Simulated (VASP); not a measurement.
# Pt in VASP: notebook

The runs below take Pt through single point, with r2SCAN.

Everything below comes from runs of VASP 6.6.1. Logs are shortened: lines on timing, memory, paths and dates and some standing lists are left out, and cuts for length are marked.

## (1) The cell of the first run

The typed cell holds 1 atom: a = 2.823 Å, b = 2.823 Å, c = 2.769 Å, α = 90.00°, β = 59.35°, γ = 120.00°.

## (2) Single point, r2SCAN

The input, POSCAR:

```
Pt
1.0
    2.8227735294     -0.0000000066      0.0002525233
   -1.4113867703      2.4445935954      0.0000000000
    1.4115871088      0.8149801973      2.2383996555
Pt
1
Direct
    0.0000000000      0.0000000000      0.0000000000
```

The input, INCAR.step1:

```
PREC = Accurate ; ENCUT = 520
ISMEAR = 0 ; SIGMA = 0.1
LREAL = False ; LASPH = True
NELM = 100 ; NBANDS = 11
ISYM = 0 ; GGA = PE
ALGO = Normal ; EDIFF = 1E-4
LWAVE = True ; LCHARG = False
```

The input, INCAR.step2:

```
PREC = Accurate ; ENCUT = 520
EDIFF = 1E-7 ; ISMEAR = 0
SIGMA = 0.1 ; LREAL = False
LASPH = True ; NELM = 100
ALGO = Normal ; ISIF = 2
LWAVE = False ; LCHARG = False
METAGGA = R2SCAN ; LMIXTAU = True
NBANDS = 11 ; ISYM = 0
ISTART = 1
```

The input, KPOINTS:

```
Automatic mesh
0
Gamma
  12 12 15
```

Potentials or basis: VASP PAW PBE potentials, release 64 (Pt).

Launch:

```
cat potpaw_PBE.64/Pt/POTCAR > POTCAR
cp INCAR.step1 INCAR
mpirun -np 1 vasp_std > vasp.out
cp INCAR.step2 INCAR
mpirun -np 1 vasp_std > vasp.out
```

OUTCAR:

```text
PREC = Accurate
   ENCUT = 520
   EDIFF = 1E-7
   ISMEAR = 0
   LREAL = False
   LASPH = True
   NELM = 100
   ISIF = 2
   METAGGA = R2SCAN
   ISYM = 0
   ISTART = 1

 ion  position               nearest neighbor table
   1  0.000  0.000  0.000-

IMPORTANT INFORMATION: All symmetrisations will be switched off!
NOSYMM: (Re-)initialisation of all symmetry stuff for point group C_1.

----------------------------------------------------------------------------------------

                                     Primitive cell

  volume of cell :      15.4450

  direct lattice vectors                    reciprocal lattice vectors
     2.822773529 -0.000000007  0.000252523     0.354288156  0.204548362 -0.297896515
    -1.411386770  2.444593595  0.000000000     0.000013326  0.409073643 -0.148948258
     1.411587109  0.814980197  2.238399655    -0.000039969 -0.000023076  0.446781353

  length of vectors
     2.822773541  2.822773541  2.768971633     0.506065671  0.435346792  0.446781355

  position of ions in fractional coordinates (direct lattice)
     0.000000000  0.000000000  0.000000000

  ion indices of the primitive-cell ions
   primitive index   ion index
                 1           1

----------------------------------------------------------------------------------------

 KPOINTS: Automatic mesh

Automatic generation of k-mesh.
 Grid dimensions read from file:
 generate k-points for:   12   12   15

 Generating k-lattice:

  Cartesian coordinates                     Fractional coordinates (reciprocal lattice)
     0.029524013  0.017045697 -0.024824710     0.083333333  0.000000000  0.000000000
     0.000001110  0.034089470 -0.012412355     0.000000000  0.083333333  0.000000000
    -0.000002665 -0.000001538  0.029785424    -0.000000000  0.000000000  0.066666667

  Length of vectors
     0.042172139  0.036278899  0.029785424

  Shift w.r.t. Gamma in fractional coordinates (k-lattice)
     0.000000000  0.000000000  0.000000000

 Subroutine IBZKPT returns following result:
 ===========================================

 Found   1082 irreducible k-points:

 Following reciprocal coordinates:
            Coordinates               Weight
  0.000000  0.000000  0.000000      1.000000
  0.083333  0.000000  0.000000      2.000000
  0.166667  0.000000  0.000000      2.000000
  0.250000  0.000000  0.000000      2.000000
  0.333333  0.000000 -0.000000      2.000000
  0.416667  0.000000  0.000000      2.000000
[... 16 lines left out ...]
 -0.250000  0.166667  0.000000      2.000000
  0.166667  0.166667 -0.000000      2.000000
 [... further k-points ...]
   k-points           NKPTS =   1082   k-points in BZ     NKDIM =   1082   number of bands    NBANDS=     11
   number of dos      NEDOS =    301   number of ions     NIONS =      1
   total plane-waves  NPLWV =  13824
   dimension x,y,z NGX =    24 NGY =   24 NGZ =   24
   dimension x,y,z NGXF=    48 NGYF=   48 NGZF=   48
   ions per type =               1
   NGX,Y,Z   is equivalent  to a cutoff of  14.13, 14.13, 14.41 a.u.
   NGXF,Y,Z  is equivalent  to a cutoff of  28.27, 28.27, 28.82 a.u.
 SYSTEM =  unknown system
   PREC   = accura    normal or accurate (medium, high low for compatibility)
   ISTART =      1    job   : 0-new  1-cont  2-samecut
   ICHARG =      0    charge: 1-file 2-atom 10-const
   ISPIN  =      1    spin polarized calculation?
   LNONCOLLINEAR =      F non collinear calculations
   LSORBIT =      F    spin-orbit coupling
   LASPH  =      T    aspherical Exc in radial PAW
   ENCUT  =  520.0 eV  38.22 Ry    6.18 a.u.   5.25  5.25  5.15*2*pi/ulx,y,z
   NELM   =    100;   NELMIN=  2; NELMDL=  0     # of ELM steps
   EDIFF  = 0.1E-06   stopping-criterion for ELM
   LREAL  =      F    real-space projection
   EDIFFG = 0.1E-05   stopping-criterion for IOM
   NSW    =      0    number of steps for IOM
   IBRION =     -1    ionic relax: 0-MD 1-quasi-New 2-CG
   NFREE  =      0    steps in history (QN), initial steepest desc. (CG)
   ISIF   =      2    stress and relaxation
   ISYM   =      0    0-nonsym 1-usesym 2-fastsym
   POTIM  = 0.5000    time-step for ionic-motion
   TEBEG  =    0.0;   TEEND  =   0.0 temperature during run
   PSTRESS=    0.0 pullay stress
   NELECT =      10.0000    total number of electrons
   NUPDOWN=      -1.0000    fix difference up-down
   EMIN   =  10.00;   EMAX   =-10.00  energy-range for DOS
   EFERMI =   0.00;   METHOD = LEGACY
   ISMEAR =     0;   SIGMA  =   0.10  broadening in eV -4-tet -1-fermi 0-gaus
   EFERMI_NEDOS =   21; number of points for ismear=-14 and -15
   IALGO  =     38    algorithm
   IMIX   =      4    mixing-type and parameters
     AMIX     =   0.40;   BMIX     =  1.00
     AMIX_MAG =   1.60;   BMIX_MAG =  1.00
  volume/ion in A,a.u.               =      15.44       104.23
  Fermi-wavevector in a.u.,A,eV,Ry     =   1.416269  2.676359 27.290791  2.005817
  Thomas-Fermi vector in A             =   2.537621
   LORBIT       =      0    0 simple, 1 ext, 2 COOP (PROOUT), +10 PAW based schemes
   METAGGA = R2SCAN    functional components
   LHFCALC =     F    Hartree Fock is set to
   AEXX    =    0.0000 exact exchange contribution
   IVDW    =     0    specifies the selected vdW correction
   LEPSILON=     F    determine dielectric tensor
   LRPA    =     F    only Hartree local field effects (RPA)
 non-spin polarized calculation
 Gauss-broadening in eV      SIGMA  =   0.10
  energy-cutoff  :      520.00
  volume of cell :       15.44
 maximum number of plane-waves:       426
 NGX is ok and might be reduce to    24
   NGX = 11   NGY = 11   NGZ = 11

 number of electron      10.0000001 magnetization

 Free energy of the ion-electron system (eV)
  ---------------------------------------------------
  ext. energy  EPLUGINS =         0.00000000
  ---------------------------------------------------
  free energy    TOTEN  =       -51.50174461 eV

  energy without entropy =      -51.49296501  energy(sigma->0) =      -51.49735481

 E-fermi :  10.5666     XC(G=0): -14.4625

 val. band max:       10.5601761025   @ k =   0.2500   0.1667  -0.0000
 cond. band min:      10.5667247005   @ k =   0.5000   0.2500   0.0667
 fundamental gap:      0.0065485980
 Fermi energy:        10.5665650610

 k-point     1 :       0.0000    0.0000    0.0000
  band No.  band energies     occupation
      1       0.3437      2.00000
      2       6.6669      2.00000
      3       6.6684      2.00000
      4       7.0350      2.00000
      5       8.8958      2.00000
      6       8.8964      2.00000
      7      26.0936      0.00000
      8      30.8147      0.00000
      9      30.8166      0.00000
     10      31.8300      0.00000
     11      36.9204      0.00000

 k-point     2 :       0.0833    0.0000    0.0000
  band No.  band energies     occupation
      1       0.7220      2.00000
      2       6.5118      2.00000
      3       6.8666      2.00000
      4       7.1396      2.00000
      5       8.6329      2.00000
      6       8.9924      2.00000
      7      26.6646      0.00000
      8      30.1772      0.00000
      9      30.8178      0.00000
     10      31.6090      0.00000
     11      38.9987      0.00000

 k-point     3 :       0.1667    0.0000    0.0000
  band No.  band energies     occupation
      1       1.7825      2.00000
      2       5.9407      2.00000
      3       7.4529      2.00000
      4       7.6410      2.00000
      5       8.0162      2.00000
      6       9.2618      2.00000
      7      28.1986      0.00000
      8      29.3136      0.00000
      9      30.1771      0.00000
     10      30.9244      0.00000
     11      37.2665      0.00000

 k-point     4 :       0.2500    0.0000    0.0000
  band No.  band energies     occupation
      1       3.1563      2.00000
      2       5.2121      2.00000
      3       7.5472      2.00000
      4       8.3783      2.00000
      5       8.5392      2.00000
      6       9.6487      2.00000
      7      27.9959      0.00000
      8      28.6146      0.00000
      9      29.0049      0.00000
     10      30.3283      0.00000
     11      32.2018      0.00000

 k-point     5 :       0.3333    0.0000   -0.0000
  band No.  band energies     occupation
      1       3.8209      2.00000
      2       4.5582      2.00000
      3       8.5127      2.00000
      4       9.5211      2.00000
      5       9.6066      2.00000
      6      10.0629      2.00000
      7      25.2387      0.00000
      8      25.7949      0.00000
      9      26.3146      0.00000
     10      30.3945      0.00000
     11      32.4757      0.00000

 k-point     6 :       0.4167    0.0000    0.0000
  band No.  band energies     occupation
      1       3.6635      2.00000
      2       4.1150      2.00000
      3      10.3580      1.99682
      4      10.5993      0.64303
      5      10.6287      0.37949
      6      10.9089      0.00000
      7      21.9025      0.00000
      8      23.0167      0.00000
      9      23.7535      0.00000
     10      31.1135      0.00000
     11      33.9999      0.00000

 k-point     7 :       0.5000    0.0000    0.0000
  band No.  band energies     occupation
      1       3.5302      2.00000
      2       3.9591      2.00000
      3      10.4872      1.73846
      4      11.0412      0.00000
      5      11.1067      0.00000
      6      12.5665      0.00000
      7      19.6592      0.00000
      8      22.1314      0.00000
      9      22.8932      0.00000
     10      31.5195      0.00000
     11      34.5559      0.00000

 k-point     8 :       0.0000    0.0833    0.0000
  band No.  band energies     occupation
      1       0.6213      2.00000
      2       6.5831      2.00000
      3       6.7555      2.00000
      4       7.1211      2.00000
      5       8.8484      2.00000
      6       8.8489      2.00000
      7      26.4937      0.00000
      8      29.6063      0.00000
      9      31.2463      0.00000
     10      32.1423      0.00000
     11      38.1669      0.00000
[... 141 lines left out ...]
 k-point    19 :       0.5000    0.0833    0.0000
  band No.  band energies     occupation
      1       3.6824      2.00000
      2       4.1244      2.00000
      3       9.9281      2.00000
      4      10.2585      1.99999
      5      10.9110      0.00000
      6      13.2275      0.00000
      7      19.7482      0.00000
      8      22.2216      0.00000
      9      23.5026      0.00000
     10      32.0193      0.00000
     11      34.3389      0.00000

 k-point    20 :       0.0000    0.1667   -0.0000
  band No.  band energies     occupation
      1       1.3895      2.00000
      2       6.3896      2.00000
      3       6.9207      2.00000
      4       7.3290      2.00000
      5       8.8272      2.00000
      6       8.8299      2.00000
      7      27.0128      0.00000
      8      27.5828      0.00000
      9      32.4410      0.00000
     10      33.2158      0.00000
     11      36.3733      0.00000

 k-point    21 :      -0.1667    0.1667    0.0000
  band No.  band energies     occupation
      1       1.3895      2.00000
      2       6.3896      2.00000
      3       6.9207      2.00000
      4       7.3290      2.00000
      5       8.8272      2.00000
      6       8.8299      2.00000
      7      27.0128      0.00000
      8      27.5828      0.00000
      9      32.4410      0.00000
     10      33.2158      0.00000
     11      36.3733      0.00000

 k-point    22 :       0.0833    0.1667    0.0000
  band No.  band energies     occupation
      1       2.2994      2.00000
      2       6.1190      2.00000
      3       7.0562      2.00000
      4       7.5368      2.00000
      5       8.6390      2.00000
      6       9.3708      2.00000
      7      25.4744      0.00000
      8      28.1997      0.00000
      9      32.0380      0.00000
     10      33.0265      0.00000
     11      35.6364      0.00000

 k-point    23 :      -0.2500    0.1667    0.0000
  band No.  band energies     occupation
      1       2.2994      2.00000
      2       6.1190      2.00000
      3       7.0562      2.00000
      4       7.5368      2.00000
      5       8.6390      2.00000
      6       9.3708      2.00000
      7      25.4744      0.00000
      8      28.1997      0.00000
      9      32.0380      0.00000
     10      33.0265      0.00000
     11      35.6364      0.00000

 k-point    24 :       0.1667    0.1667   -0.0000
  band No.  band energies     occupation
      1       3.4812      2.00000
      2       5.6399      2.00000
      3       6.8186      2.00000
      4       7.9662      2.00000
      5       9.4914      2.00000
      6      10.0310      2.00000
      7      23.6913      0.00000
      8      28.5018      0.00000
      9      29.4008      0.00000
     10      31.3469      0.00000
     11      35.5322      0.00000

 [... further k-points ...]

------------------------ aborting loop because EDIFF is reached ----------------------------------------

  FORCE on cell =-STRESS in cart. coord.  units (eV):
  Direction    XX          YY          ZZ          XY          YZ          ZX
  --------------------------------------------------------------------------------------
  -------------------------------------------------------------------------------------
  Total       -0.2803578     -0.2768900      0.0709885     -0.0030014      0.0002197      0.0003805
  in kB      -29.0827599    -28.7230282      7.3639536     -0.3113445      0.0227855      0.0394671
  external PRESSURE =     -16.8139448 kB  Pullay stress =       0.0000000 kB

 VOLUME and BASIS-vectors are now :
 -----------------------------------------------------------------------------
  energy-cutoff  :      520.00
  volume of cell :       15.44
      direct lattice vectors                 reciprocal lattice vectors
     2.822773529 -0.000000007  0.000252523     0.354288156  0.204548362 -0.297896515
    -1.411386770  2.444593595  0.000000000     0.000013326  0.409073643 -0.148948258
     1.411587109  0.814980197  2.238399655    -0.000039969 -0.000023076  0.446781353

 POSITION                                       TOTAL-FORCE (eV/Angst)
 -----------------------------------------------------------------------------------
      0.00000      0.00000      0.00000        -0.000000     -0.000000     -0.000000
 -----------------------------------------------------------------------------------
    total drift:                               -0.000000     -0.000000     -0.000000

  FREE ENERGIE OF THE ION-ELECTRON SYSTEM (eV)
  ---------------------------------------------------
  free  energy   TOTEN  =       -51.5017446142 eV

  energy  without entropy=      -51.4929650085  energy(sigma->0) =      -51.49735481
```

Wall time 8.3 min (1 thread of Intel Xeon 8259CL, shared host); peak memory 0.3 GiB.

Results:

| Quantity | Value |
| --- | --- |
| Free energy | -51.5017 eV |
| Pressure | -1.7 GPa |
| Band gap on the k mesh | zero (bands 5 and 6 overlap by 2.38 eV) |

Caveat: the PAW data sets were made with another functional, which shifts forces and pressure a little; spin-orbit coupling is left out, which moves the levels of the heavy elements.

## (3) Single point, r2SCAN

The input, POSCAR:

```
Pt
1.0
    2.8227735407      0.0000000000      0.0000000000
   -1.4113867703      2.4445935954      0.0000000000
    1.4113867703      0.8148645318      2.2395220924
Pt
1
Direct
    0.0000000000      0.0000000000      0.0000000000
```

The input, INCAR.step1:

```
PREC = Accurate
ENCUT = 520
ISMEAR = 0
SIGMA = 0.1
LREAL = F
LASPH = T
NELM = 60
NBANDS = 11
ISYM = 0
GGA = PE
ALGO = Normal
EDIFF = 1E-4
LWAVE = T
LCHARG = F
```

The input, INCAR.step2:

```
PREC = Accurate
ENCUT = 520
EDIFF = 1E-6
ISMEAR = 0
SIGMA = 0.1
LREAL = F
LASPH = T
NELM = 60
ALGO = Normal
ISIF = 2
LWAVE = F
LCHARG = F
METAGGA = R2SCAN
LMIXTAU = T
NBANDS = 11
ISYM = 0
ISTART = 1
```

The input, KPOINTS:

```
regular mesh
0
Gamma
  12 12 15
```

Potentials or basis: VASP PAW PBE potentials, release 64 (Pt).

Launch:

```
cat potpaw_PBE.64/Pt/POTCAR > POTCAR
cp INCAR.step1 INCAR
mpirun -np 1 vasp_std > vasp.out
cp INCAR.step2 INCAR
mpirun -np 1 vasp_std > vasp.out
```

Wall time 9.8 min (1 thread of Intel Xeon 8259CL, shared host); peak memory 0.31 GiB.

Results (log left out):

```
Free energy            : -51.5018 eV
Pressure               : -1.8 GPa
Band gap on the k mesh : zero (bands 5 and 6 overlap by 2.38 eV)
```

Stress tensor (GPa, compression positive):
```
-3.03 -0.03  0.02
-0.03 -3.00  0.01
 0.02  0.01  0.53
```

Levels at points of the mesh, in eV from the Fermi level:
```
           k point  band 1  band 2  band 3  band 4  band 5  band 6  band 7  band 8  band 9  band 10
(0.00, 0.00, 0.00)  -10.22   -3.89   -3.89   -3.53   -1.67   -1.67   15.53   20.25   20.25    21.25
(0.50, 0.00, 0.00)   -7.03   -6.60   -0.08    0.47    0.54    2.00    9.08   11.57   12.32    20.95
(0.00, 0.50, 0.00)   -7.35   -4.06   -3.62   -0.28   -0.11    0.10    5.84   15.25   19.65    20.22
(0.50, 0.50, 0.00)   -7.35   -4.06   -3.62   -0.28   -0.11    0.10    5.84   15.25   19.65    20.22
```

Caveat: the PAW data sets were made with another functional, which shifts forces and pressure a little; spin-orbit coupling is left out, which moves the levels of the heavy elements.
